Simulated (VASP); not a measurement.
## Pd: single point with PBE

Crystal: Pd.

```xyz
2
Lattice="0.0000 2.9425 2.9425 2.9425 0.0000 2.9425 2.9425 2.9425 0.0000" Properties=species:S:1:pos:R:3 pbc="T T T"
Pd    0.7356    0.7356    0.7356
Pd    5.1493    5.1493    5.1493
```

This isn't the form of Pd at room conditions, which is fcc.

```
Program                : VASP 6.6.1
Task                   : single point
Functional             : PBE
Potentials or basis    : VASP PAW PBE potentials, release 64 (Pd)
Cutoff                 : 520 eV
k mesh                 : 15 × 15 × 15
Occupations            : fermi-dirac, width 0.05 eV
Spin                   : collinear spin
Starting moments       : [0.458, 0.458] μB
Dipole correction      : no
Further INCAR settings : ALGO = Normal; EDIFF = 1e-06; NBANDS = 21
```

- Pressure: -2.6 GPa
- Net moment: 0.93 μB per cell
- Site moments: Pd +0.45 μB
- Valence electrons inside the program's atomic spheres: Pd 9.24

Levels at points of the mesh, in eV from the Fermi level:
Spin up:
```tsv
k point	band 7	band 8	band 9	band 10	band 11	band 12	band 13	band 14	band 15	band 16
(0.00, 0.00, 0.00)	-1.45	-1.45	-1.45	-0.39	-0.39	11.14	11.14	11.14	11.62	11.62
```
Spin down:
| k point | band 6 | band 7 | band 8 | band 9 | band 10 | band 11 | band 12 | band 13 | band 14 | band 15 |
| --- | --- | --- | --- | --- | --- | --- | --- | --- | --- | --- |
| (0.00, 0.00, 0.00) | -2.89 | -1.11 | -1.11 | -1.11 | -0.06 | -0.06 | 11.24 | 11.24 | 11.24 | 11.73 |

It took 79 s on 1 thread of Intel(R) Xeon(R) 6975P-C (Granite Rapids), on a shared host, peak memory 0.32 GiB.
